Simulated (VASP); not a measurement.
Set up this calculation in VASP 6.6.1, as the native input.

```
Task                   : single point
Functional             : revPBE
Dispersion             : D3(BJ)
Potentials or basis    : VASP PAW PBE potentials, release 64 (Bi_d)
Cutoff                 : 520 eV
k mesh                 : 6 × 6 × 9
Occupations            : fermi-dirac, width 0.05 eV
Spin                   : no spin polarisation
Dipole correction      : no
Further INCAR settings : ALGO = Fast; EDIFF = 1e-07; NBANDS = 22
```

The structure of Bi lies in POSCAR:

```
Bi
1.0
    3.4513847192     -3.0092994311     -0.0246725930
    3.4513847192      3.0092994311     -0.0246725930
   -1.2688120481      0.0000000000      3.0789209648
Bi
2
Direct
    0.7519771960      0.7519771960      0.8332025618
    0.2480228040      0.2480228040      0.1667974382
```

One way to write it, as run:

INCAR

```
PREC = Accurate
ENCUT = 520
EDIFF = 1E-7
ISMEAR = -1
SIGMA = 0.05
LREAL = F
LASPH = T
NELM = 80
ALGO = Fast
ISIF = 2
LWAVE = F
LCHARG = T
GGA = RE
IVDW = 12
LELF = T
LVHAR = T
NBANDS = 22
```

KPOINTS

```
Automatic mesh
0
Gamma
  6 6 9
```

Potentials or basis: VASP PAW PBE potentials, release 64 (Bi_d).

Launch:

```sh
$ cat potpaw_PBE.64/Bi_d/POTCAR > POTCAR
$ mpirun -np 1 vasp_std > vasp.out
```

Results of the run:

The pressure is -0.1 GPa, the band gap on the k mesh is zero (bands 15 and 16 overlap by 4.53 eV) and the dispersion energy per atom is -0.913 eV.

Caveat: the PAW data sets were made with another functional, which shifts forces and pressure a little; spin-orbit coupling is left out, which moves the levels of the heavy elements.

It took 2.9 min on 1 thread of Intel(R) Xeon(R) Platinum 8259CL CPU @ 2.50GHz (Skylake/Cascade Lake), on a shared host, peak memory 0.26 GiB.
